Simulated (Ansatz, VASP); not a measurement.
# Si7Ge in VASP and in Ansatz

```
CELL_PARAMETERS angstrom
5.73214 0.00000 0.00000
0.00000 5.73214 0.00000
0.00000 0.00000 5.73214
ATOMIC_POSITIONS crystal
Si 0.25260 0.25260 0.25260
Si 0.00000 0.50000 0.50000
Si 0.50000 0.50000 0.00000
Si 0.50000 0.00000 0.50000
Si 0.74740 0.25260 0.74740
Si 0.74740 0.74740 0.25260
Si 0.25260 0.74740 0.74740
Ge 0.00000 0.00000 0.00000
```

Change from the starting cell: strain +0.050 along x and y, +0.050 along z, atoms carried along.

Alike in both runs: task single point; functional PBEsol; k mesh 6 × 6 × 6; occupations gaussian, width 0.03 eV; no spin polarisation.

|  | VASP | Ansatz |
| --- | --- | --- |
| version | VASP 6.6.1 | Ansatz 0.2.0 |
| potentials or method | VASP PAW PBE potentials, release 64 (Si, Ge_d), cutoff 520 eV | scalar-relativistic, plane waves, PAW |
| valence electrons in the cell | 42 | 42 |

VASP gave:

```
gap on the k mesh at the Fermi level (eV) : 0.50
least direct gap on the mesh (eV)         : 0.52
pressure (GPa)                            : -9.6
rms of the force components (eV/Å)        : 0.004
```

Problem. What did Ansatz give for the same quantities?

Solution. gap on the k mesh at the Fermi level (eV): 0.49; least direct gap on the mesh (eV): 0.52; pressure (GPa): -9.6; rms of the force components (eV/Å): 0.006.

VASP's potentials were made for PBE, not for PBEsol. Atom by atom the forces differ by 0.002 eV/Å (rms over components). The functional is the same, so the differences come from potentials, cutoffs and numerics.
